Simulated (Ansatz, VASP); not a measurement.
**One calculation of Ge, two programs**

```xyz
2
Lattice="0.0000 -2.0984 -2.0984 0.0000 2.0984 -2.0984 4.1967 0.0000 0.0000" Properties=species:S:1:pos:R:3 pbc="T T T"
Ge    2.3019   -0.1270   -2.2039
Ge    3.9932   -1.9714   -1.9928
```

Alike in both runs: task single point; functional PBE-based screened hybrid with a share of 0.25 of exact exchange and HFSCREEN = 0.2; k mesh 5 × 5 × 3; occupations fermi-dirac, width 0.05 eV; no spin polarisation.

```csv
,VASP,Ansatz
version,VASP 6.6.1,Ansatz 0.2.0
potentials or method,"VASP PAW PBE potentials, release 64 (Ge_d)",Ansatz PAW
plane-wave cutoff (eV),520,420
valence electrons in the cell,28,28
```

VASP gave:

```
gap on the k mesh at the Fermi level (eV)                     : none
pressure (GPa)                                                : 6.8
traceless stress, the component that is largest in VASP (GPa) : -4.43
rms of the force components (eV/Å)                            : 0.816
```

Task: What did Ansatz give for the same quantities?

Result: gap on the k mesh at the Fermi level (eV): none; pressure (GPa): 6.8; traceless stress, the component that is largest in VASP (GPa): -4.42; rms of the force components (eV/Å): 0.809.

VASP's potentials were made for PBE, not for PBE-based screened hybrid. Atom by atom the forces differ by 0.007 eV/Å (rms over components). A gap of «none» marks a metal or a gap that the smearing closes.

The k mesh is coarse, so the values compare programs but aren't converged.
